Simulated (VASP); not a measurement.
# Se (Fm-3m) in VASP: a series of runs

Runs on Se. Level: r2SCAN. Tasks: single point, relaxation of cell and atoms.

Everything below comes from runs of VASP 6.6.1. Logs are shortened: lines on timing, memory, paths and dates and some standing lists are left out, and cuts for length are marked.

### Step 1. The cell of the first run

It takes space group Fm-3m (No. 225, cubic). Conventional cell: a = 4.336 Å, b = 4.336 Å, c = 4.336 Å, α = 90.00°, β = 90.00°, γ = 90.00°. Within 4.0 Å of Se (site symmetry m-3m) lie 12 Se at 3.07 Å.

### Step 2. Single point, r2SCAN

File POSCAR:

```
Se
1.0
    0.0000000000      2.1681264134      2.1681264134
    2.1681264134      0.0000000000      2.1681264134
    2.1681264134      2.1681264134      0.0000000000
Se
1
Direct
    0.0000000000      0.0000000000      0.0000000000
```

File INCAR.step1:

```
SYSTEM = Se
PREC = Accurate
ENCUT = 520
ISMEAR = 0
SIGMA = 0.1
LREAL = .False.
LASPH = .True.
NELM = 100
NBANDS = 9
GGA = PE
ALGO = Normal
EDIFF = 1E-4
LWAVE = .True.
LCHARG = .False.
```

File INCAR.step2:

```
SYSTEM = Se
PREC = Accurate
ENCUT = 520
EDIFF = 1E-6
ISMEAR = 0
SIGMA = 0.1
LREAL = .False.
LASPH = .True.
NELM = 100
ALGO = Normal
ISIF = 2
LWAVE = .False.
LCHARG = .False.
METAGGA = R2SCAN
LMIXTAU = .True.
NBANDS = 9
ISTART = 1
```

File KPOINTS:

```
regular mesh
0
Gamma
  22 22 22
  0 0 0
```

Potentials or basis: VASP PAW PBE potentials, release 64 (Se).

The run is started by

```sh
> cat potpaw_PBE.64/Se/POTCAR > POTCAR
> cp INCAR.step1 INCAR
> mpirun -np 1 vasp_std > vasp.out
> cp INCAR.step2 INCAR
> mpirun -np 1 vasp_std > vasp.out
```

OUTCAR:

```text
SYSTEM = Se
   PREC = Accurate
   ENCUT = 520
   EDIFF = 1E-6
   ISMEAR = 0
   LREAL = .False.
   LASPH = .True.
   NELM = 100
   ISIF = 2
   METAGGA = R2SCAN
   ISTART = 1

 ion  position               nearest neighbor table
   1  0.000  0.000  0.000-

  LATTYP: Found a face centered cubic cell.
 ALAT       =     4.3362528268

  Lattice vectors:

 A1 = (   0.0000000000,   2.1681264134,   2.1681264134)
 A2 = (   2.1681264134,   0.0000000000,   2.1681264134)
 A3 = (   2.1681264134,   2.1681264134,   0.0000000000)

Analysis of symmetry for initial positions (statically):
=====================================================================
 Subroutine PRICEL returns:
 Original cell was already a primitive cell.

 Routine SETGRP: Setting up the symmetry group for a
 face centered cubic supercell.

 Subroutine GETGRP returns: Found 48 space group operations
 (whereof 48 operations were pure point group operations)
 out of a pool of 48 trial point group operations.

The static configuration has the point symmetry O_h .

Analysis of symmetry for dynamics (positions and initial velocities):
=====================================================================
 Subroutine PRICEL returns:
 Original cell was already a primitive cell.

 Routine SETGRP: Setting up the symmetry group for a
 face centered cubic supercell.

 Subroutine GETGRP returns: Found 48 space group operations
 (whereof 48 operations were pure point group operations)
 out of a pool of 48 trial point group operations.

The dynamic configuration has the point symmetry O_h .

 Subroutine INISYM returns: Found 48 space group operations
 (whereof 48 operations are pure point group operations),
 and found     1 'primitive' translations

----------------------------------------------------------------------------------------

                                     Primitive cell

  volume of cell :      20.3837

  direct lattice vectors                    reciprocal lattice vectors
     0.000000000  2.168126413  2.168126413    -0.230613859  0.230613859  0.230613859
     2.168126413  0.000000000  2.168126413     0.230613859 -0.230613859  0.230613859
     2.168126413  2.168126413  0.000000000     0.230613859  0.230613859 -0.230613859

  length of vectors
     3.066193779  3.066193779  3.066193779     0.399434922  0.399434922  0.399434922

  position of ions in fractional coordinates (direct lattice)
     0.000000000  0.000000000  0.000000000

  ion indices of the primitive-cell ions
   primitive index   ion index
                 1           1

----------------------------------------------------------------------------------------

 KPOINTS: regular mesh

Automatic generation of k-mesh.
 Grid dimensions read from file:
 generate k-points for:   22   22   22

 Generating k-lattice:

  Cartesian coordinates                     Fractional coordinates (reciprocal lattice)
    -0.010482448  0.010482448  0.010482448     0.045454545  0.000000000  0.000000000
     0.010482448 -0.010482448  0.010482448     0.000000000  0.045454545  0.000000000
     0.010482448  0.010482448 -0.010482448     0.000000000  0.000000000  0.045454545

  Length of vectors
     0.018156133  0.018156133  0.018156133

  Shift w.r.t. Gamma in fractional coordinates (k-lattice)
     0.000000000  0.000000000  0.000000000

 Subroutine IBZKPT returns following result:
 ===========================================

 Found    328 irreducible k-points:

 Following reciprocal coordinates:
            Coordinates               Weight
  0.000000  0.000000  0.000000      1.000000
  0.045455  0.000000  0.000000      8.000000
  0.090909  0.000000  0.000000      8.000000
  0.136364  0.000000  0.000000      8.000000
  0.181818  0.000000  0.000000      8.000000
  0.227273  0.000000  0.000000      8.000000
[... 16 lines left out ...]
  0.500000  0.045455  0.000000     24.000000
 -0.454545  0.045455  0.000000     24.000000
 [... further k-points ...]
   k-points           NKPTS =    328   k-points in BZ     NKDIM =    328   number of bands    NBANDS=      9
   number of dos      NEDOS =    301   number of ions     NIONS =      1
   total plane-waves  NPLWV =  13824
   dimension x,y,z NGX =    24 NGY =   24 NGZ =   24
   dimension x,y,z NGXF=    48 NGYF=   48 NGZF=   48
   ions per type =               1
   NGX,Y,Z   is equivalent  to a cutoff of  13.01, 13.01, 13.01 a.u.
   NGXF,Y,Z  is equivalent  to a cutoff of  26.03, 26.03, 26.03 a.u.
 SYSTEM =  Se
   PREC   = accura    normal or accurate (medium, high low for compatibility)
   ISTART =      1    job   : 0-new  1-cont  2-samecut
   ICHARG =      0    charge: 1-file 2-atom 10-const
   ISPIN  =      1    spin polarized calculation?
   LNONCOLLINEAR =      F non collinear calculations
   LSORBIT =      F    spin-orbit coupling
   LASPH  =      T    aspherical Exc in radial PAW
   ENCUT  =  520.0 eV  38.22 Ry    6.18 a.u.   5.70  5.70  5.70*2*pi/ulx,y,z
   NELM   =    100;   NELMIN=  2; NELMDL=  0     # of ELM steps
   EDIFF  = 0.1E-05   stopping-criterion for ELM
   LREAL  =      F    real-space projection
   EDIFFG = 0.1E-04   stopping-criterion for IOM
   NSW    =      0    number of steps for IOM
   IBRION =     -1    ionic relax: 0-MD 1-quasi-New 2-CG
   NFREE  =      0    steps in history (QN), initial steepest desc. (CG)
   ISIF   =      2    stress and relaxation
   ISYM   =      2    0-nonsym 1-usesym 2-fastsym
   POTIM  = 0.5000    time-step for ionic-motion
   TEBEG  =    0.0;   TEEND  =   0.0 temperature during run
   PSTRESS=    0.0 pullay stress
   NELECT =       6.0000    total number of electrons
   NUPDOWN=      -1.0000    fix difference up-down
   EMIN   =  10.00;   EMAX   =-10.00  energy-range for DOS
   EFERMI =   0.00;   METHOD = LEGACY
   ISMEAR =     0;   SIGMA  =   0.10  broadening in eV -4-tet -1-fermi 0-gaus
   EFERMI_NEDOS =   21; number of points for ismear=-14 and -15
   IALGO  =     38    algorithm
   IMIX   =      4    mixing-type and parameters
     AMIX     =   0.40;   BMIX     =  1.00
     AMIX_MAG =   1.60;   BMIX_MAG =  1.00
  volume/ion in A,a.u.               =      20.38       137.56
  Fermi-wavevector in a.u.,A,eV,Ry     =   1.089007  2.057925 16.135641  1.185936
  Thomas-Fermi vector in A             =   2.225201
   LORBIT       =      0    0 simple, 1 ext, 2 COOP (PROOUT), +10 PAW based schemes
   METAGGA = R2SCAN    functional components
   LHFCALC =     F    Hartree Fock is set to
   AEXX    =    0.0000 exact exchange contribution
   IVDW    =     0    specifies the selected vdW correction
   LEPSILON=     F    determine dielectric tensor
   LRPA    =     F    only Hartree local field effects (RPA)
 non-spin polarized calculation
 Gauss-broadening in eV      SIGMA  =   0.10
  energy-cutoff  :      520.00
  volume of cell :       20.38
 maximum number of plane-waves:       568
   NGX = 11   NGY = 11   NGZ = 11

 number of electron       6.0000001 magnetization

 Free energy of the ion-electron system (eV)
  ---------------------------------------------------
  ext. energy  EPLUGINS =         0.00000000
  ---------------------------------------------------
  free energy    TOTEN  =       -13.41250716 eV

  energy without entropy =      -13.40866441  energy(sigma->0) =      -13.41058579

 E-fermi :   5.1603     XC(G=0): -11.1144

 val. band max:        5.1540039066   @ k =   0.4091   0.2727   0.0000
 cond. band min:       5.1627586277   @ k =  -0.3636   0.3636   0.0000
 fundamental gap:      0.0087547211
 Fermi energy:         5.1602617802

 k-point     1 :       0.0000    0.0000    0.0000
  band No.  band energies     occupation
      1     -11.5280      2.00000
      2       8.2905      0.00000
      3       8.2905      0.00000
      4       8.2905      0.00000
      5      17.4920      0.00000
      6      17.8022      0.00000
      7      17.8022      0.00000
      8      17.8022      0.00000
      9      21.9937      0.00000

 k-point     2 :       0.0455    0.0000    0.0000
  band No.  band energies     occupation
      1     -11.4851      2.00000
      2       7.9843      0.00000
      3       8.2540      0.00000
      4       8.2540      0.00000
      5      17.5014      0.00000
      6      17.8306      0.00000
      7      17.8872      0.00000
      8      17.8872      0.00000
      9      22.4022      0.00000

 k-point     3 :       0.0909    0.0000    0.0000
  band No.  band energies     occupation
      1     -11.3570      2.00000
      2       7.1700      0.00000
      3       8.1507      0.00000
      4       8.1507      0.00000
      5      17.0360      0.00000
      6      18.1176      0.00000
      7      18.1176      0.00000
      8      18.4861      0.00000
      9      22.6509      0.00000

 k-point     4 :       0.1364    0.0000    0.0000
  band No.  band energies     occupation
      1     -11.1456      2.00000
      2       6.0484      0.00000
      3       7.9973      0.00000
      4       7.9973      0.00000
      5      16.4916      0.00000
      6      18.4065      0.00000
      7      18.4065      0.00000
      8      19.4129      0.00000
      9      22.0784      0.00000
[... 205 lines left out ...]
 k-point    22 :       0.4545    0.0455    0.0000
  band No.  band energies     occupation
      1      -8.3799      2.00000
      2      -1.3322      2.00000
      3       6.8139      0.00000
      4       6.8544      0.00000
      5      14.7001      0.00000
      6      16.6460      0.00000
      7      17.2517      0.00000
      8      21.0917      0.00000
      9      25.8378      0.00000

 k-point    23 :       0.5000    0.0455    0.0000
  band No.  band energies     occupation
      1      -8.1747      2.00000
      2      -1.6791      2.00000
      3       6.7175      0.00000
      4       6.8793      0.00000
      5      14.6616      0.00000
      6      16.6010      0.00000
      7      17.0955      0.00000
      8      20.9997      0.00000
      9      26.8748      0.00000

 k-point    24 :      -0.4545    0.0455    0.0000
  band No.  band energies     occupation
      1      -8.2178      2.00000
      2      -1.6075      2.00000
      3       6.6640      0.00000
      4       6.9476      0.00000
      5      14.6766      0.00000
      6      16.6735      0.00000
      7      17.0480      0.00000
      8      21.0259      0.00000
      9      27.0774      0.00000

 [... further k-points ...]
[... 5 lines left out ...]
  --------------------------------------------------------------------------------------
  -------------------------------------------------------------------------------------
  Total       -0.0170264     -0.0170264     -0.0170264      0.0000000     -0.0000000     -0.0000000
  in kB       -1.3382907     -1.3382907     -1.3382907      0.0000000     -0.0000000     -0.0000000
  external PRESSURE =      -1.3382907 kB  Pullay stress =       0.0000000 kB

 VOLUME and BASIS-vectors are now :
 -----------------------------------------------------------------------------
  energy-cutoff  :      520.00
  volume of cell :       20.38
      direct lattice vectors                 reciprocal lattice vectors
     0.000000000  2.168126413  2.168126413    -0.230613859  0.230613859  0.230613859
     2.168126413  0.000000000  2.168126413     0.230613859 -0.230613859  0.230613859
     2.168126413  2.168126413  0.000000000     0.230613859  0.230613859 -0.230613859

 POSITION                                       TOTAL-FORCE (eV/Angst)
 -----------------------------------------------------------------------------------
      0.00000      0.00000      0.00000         0.000000     -0.000000     -0.000000
 -----------------------------------------------------------------------------------
    total drift:                               -0.000000     -0.000000     -0.000000

  FREE ENERGIE OF THE ION-ELECTRON SYSTEM (eV)
  ---------------------------------------------------
  free  energy   TOTEN  =       -13.4125071648 eV

  energy  without entropy=      -13.4086644061  energy(sigma->0) =      -13.41058579
```

It took 6.9 min on 1 thread of Oxide Virtual Turin-like, shared host; peak memory 0.16 GiB.

What came out:

```
Free energy            : -13.4125 eV
Pressure               : -0.1 GPa
Band gap on the k mesh : zero (band 3 reaches 8.29 eV, above the bottom of band 4 at 2.92 eV)
```

Caveat: the PAW data sets were made with another functional, which shifts forces and pressure a little.

### Step 3. Relaxation of cell and atoms, r2SCAN

POSCAR is that of step 2.

File INCAR.step1:

```
SYSTEM = Se
PREC     = Accurate       ! precision mode
ENCUT    = 600            ! plane-wave cutoff, eV
ISMEAR   = 0              ! smearing method
SIGMA    = 0.1            ! smearing width, eV
LREAL    = .False.        ! projectors in reciprocal space
LASPH    = .True.         ! aspherical terms in the spheres
NELM     = 100            ! most SCF steps
GGA      = PE             ! functional
ALGO     = Normal         ! electronic algorithm
EDIFF    = 1E-4           ! SCF threshold, eV
LWAVE    = .True.         ! write WAVECAR
LCHARG   = .False.        ! write CHGCAR
```

File INCAR.step2:

```
SYSTEM = Se
PREC     = Accurate       ! precision mode
ENCUT    = 600            ! plane-wave cutoff, eV
EDIFF    = 1E-6           ! SCF threshold, eV
ISMEAR   = 0              ! smearing method
SIGMA    = 0.1            ! smearing width, eV
LREAL    = .False.        ! projectors in reciprocal space
LASPH    = .True.         ! aspherical terms in the spheres
NELM     = 100            ! most SCF steps
ALGO     = Normal         ! electronic algorithm
ISIF     = 3              ! what is computed and relaxed
LWAVE    = .False.        ! write WAVECAR
LCHARG   = .False.        ! write CHGCAR
METAGGA  = R2SCAN         ! meta-GGA
LMIXTAU  = .True.       
IBRION   = 2              ! ionic algorithm
NSW      = 100            ! ionic steps
EDIFFG   = -0.01          ! ionic threshold
ISTART   = 1
```

File KPOINTS:

```
Automatic mesh
0
Gamma
  22 22 22
  0 0 0
```

Potentials or basis: VASP PAW PBE potentials, release 64 (Se).

The run is started by

```sh
> cat potpaw_PBE.64/Se/POTCAR > POTCAR
> cp INCAR.step1 INCAR
> mpirun -np 1 vasp_std > vasp.out
> cp INCAR.step2 INCAR
> mpirun -np 1 vasp_std > vasp.out
```

Wall time 8.1 min (1 thread of Oxide Virtual Turin-like, shared host); peak memory 0.16 GiB.

Results (log left out):

```yaml
Free_energy: -13.4129 eV
Relaxed_volume: 20.33 Å³/atom
Relaxed_cell: a = 3.064 Å, b = 3.064 Å, c = 3.064 Å, α = 60.00°, β = 60.00°, γ = 60.00°
Space_group_after_relaxing_to_0.05_Å: Fm-3m (No. 225)
Energy_gained_by_relaxing: 0.0 meV/atom
Ionic_steps: 2
Pressure_after_relaxing: 0.1 GPa
Band_gap_on_the_k_mesh: zero (band 3 reaches 8.34 eV, above the bottom of band 4 at 2.95 eV)
```

Final structure:
```
CELL_PARAMETERS angstrom
0.00000 2.16627 2.16627
2.16627 0.00000 2.16627
2.16627 2.16627 0.00000
ATOMIC_POSITIONS crystal
Se 0.00000 0.00000 0.00000
```

Levels at points of the mesh, in eV from the Fermi level:
```
           k point  band 1  band 2  band 3  band 4  band 5  band 6  band 7
(0.00, 0.00, 0.00)  -16.71    3.14    3.14    3.14   12.37   12.65   12.65
(0.50, 0.00, 0.00)  -13.36   -6.93    1.81    1.81    9.28   11.76   11.76
(0.50, 0.50, 0.00)  -12.04   -6.07   -0.87   -0.87    5.61    6.47   23.67
```

Caveat: the PAW data sets were made with another functional, which shifts forces and pressure a little.
